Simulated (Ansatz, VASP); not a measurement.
## Two plane-wave programs on Al

```
Al
1.0
    -1.58329    1.58329    1.58329
     1.58329   -1.58329    1.58329
     1.58329    1.58329   -1.58329
Al
1
Direct
  0.00000 0.00000 0.00000
```

Alike in both runs: functional PBEsol; dispersion D3(BJ); k mesh 15 × 15 × 15; no spin polarisation.

Ansatz relaxed the structure, and its values are those at the end. VASP's run is a single point on that final structure, the one shown.

|  | VASP | Ansatz |
| --- | --- | --- |
| version | VASP 6.6.1 | Ansatz 0.2.0 |
| potentials or method | VASP PAW PBE potentials, release 64 (Al) | plane waves, PAW |
| plane-wave cutoff (eV) | 520 | 420 |
| occupations | gaussian, width 0.1 eV | gaussian |
| valence electrons in the cell | 3 | 3 |

```csv
,VASP,Ansatz,Ansatz less VASP
pressure (GPa),0.1,0.0,-0.08
```

VASP's potentials were made for PBE, not for PBEsol.
